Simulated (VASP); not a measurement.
Write the native input for VASP 6.6.1 that does the following.

```yaml
Task: single point
Functional: r2SCAN
Potentials_or_basis: VASP PAW PBE potentials, release 64 (Au)
Cutoff: 520 eV
k_mesh: 24 × 24 × 24
Occupations: gaussian, width 0.15 eV
Spin: no spin polarisation
Dipole_correction: no
Further_INCAR_settings: ALGO = Normal; EDIFF = 1e-07; NBANDS = 12
```

Au:

```xyz
1
Lattice="-1.5247 1.5247 1.5247 1.5247 -1.5247 1.5247 1.5247 1.5247 -1.5247" Properties=species:S:1:pos:R:3 pbc="T T T"
Au    0.0000    0.0000    0.0000
```

This cell differs from its parent crystal: strain -0.080 along x and y, -0.080 along z.

One way to write it, as run:

POSCAR

```
Au
1.0
   -1.5246874800      1.5246874800      1.5246874800
    1.5246874800     -1.5246874800      1.5246874800
    1.5246874800      1.5246874800     -1.5246874800
Au
1
Direct
    0.0000000000      0.0000000000      0.0000000000
```

INCAR.step1

```
PREC     = Accurate       # precision mode
ENCUT    = 520            # plane-wave cutoff, eV
ISMEAR   = 0              # smearing method
SIGMA    = 0.15           # smearing width, eV
LREAL    = F              # projectors in reciprocal space
LASPH    = T              # aspherical terms in the spheres
NELM     = 100            # most SCF steps
NBANDS   = 12             # bands
GGA      = PE             # functional
ALGO     = Normal         # electronic algorithm
EDIFF    = 1E-4           # SCF threshold, eV
LWAVE    = T              # write WAVECAR
LCHARG   = F              # write CHGCAR
```

INCAR.step2

```
PREC     = Accurate       # precision mode
ENCUT    = 520            # plane-wave cutoff, eV
EDIFF    = 1E-7           # SCF threshold, eV
ISMEAR   = 0              # smearing method
SIGMA    = 0.15           # smearing width, eV
LREAL    = F              # projectors in reciprocal space
LASPH    = T              # aspherical terms in the spheres
NELM     = 100            # most SCF steps
ALGO     = Normal         # electronic algorithm
ISIF     = 2              # what is computed and relaxed
LWAVE    = F              # write WAVECAR
LCHARG   = T              # write CHGCAR
METAGGA  = R2SCAN         # meta-GGA
LMIXTAU  = T            
LELF     = T              # ELF
LVHAR    = T            
NBANDS   = 12             # bands
ISTART   = 1
```

KPOINTS

```
Automatic mesh
0
Gamma
  24 24 24
```

Potentials or basis: VASP PAW PBE potentials, release 64 (Au).

Command:

```bash
$ cat potpaw_PBE.64/Au/POTCAR > POTCAR
$ cp INCAR.step1 INCAR
$ mpirun -np 1 vasp_std > vasp.out
$ cp INCAR.step2 INCAR
$ mpirun -np 1 vasp_std > vasp.out
```

Results of the run:

```json
{
 "Pressure": "62.5 GPa",
 "Band gap on the k mesh": "zero (an odd number of electrons rules out a gap without spin polarisation)"
}
```

Caveat: the cell differs from its parent crystal (strain -0.080 along x and y, -0.080 along z); the cell stands under pressure; the PAW data sets were made with another functional, which shifts forces and pressure a little; spin-orbit coupling is left out, which moves the levels of the heavy elements.

It took 3.5 min on 1 thread of Intel(R) Xeon(R) Platinum 8259CL CPU @ 2.50GHz (Skylake/Cascade Lake), with other jobs on the host, peak memory 0.18 GiB.
